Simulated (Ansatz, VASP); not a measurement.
## Bi: VASP beside Ansatz

```xyz
4
Lattice="3.4887 0.0000 0.0000 -1.7443 3.0213 0.0000 0.0000 0.0000 11.6263" Properties=species:S:1:pos:R:3 pbc="T T T"
Bi    0.0000    0.0000    0.0000
Bi    0.0000    0.0000    5.8131
Bi    0.0000    2.0142    2.9066
Bi    1.7443    1.0071    8.7197
```

Alike in both runs: task single point; functional LDA; k mesh 12 × 12 × 3; occupations fermi-dirac, width 0.1 eV; no spin polarisation.

|  | VASP | Ansatz |
| --- | --- | --- |
| version | VASP 6.6.1 | Ansatz 0.2.0 |
| potentials or method | VASP PAW LDA potentials, release 64 (Bi_d), cutoff 520 eV | plane waves (420 eV) with PAW, scalar-relativistic |
| valence electrons in the cell | 60 | 60 |

Ansatz gave:

| Property | Result |
| --- | --- |
| pressure (GPa) | -2.4 |
| traceless stress, the component that is largest in VASP (GPa) | 0.31 |

Question: What did VASP give for the same quantities?

Answer: Pressure (GPa): -2.4; traceless stress, the component that is largest in VASP (GPa): 0.30.

Ansatz warns that its potentials were made for another functional, while VASP's fit it. LDA's correlation is that of Perdew and Zunger in VASP and of Perdew and Wang (1992) in Ansatz.

Spin-orbit coupling is off throughout.
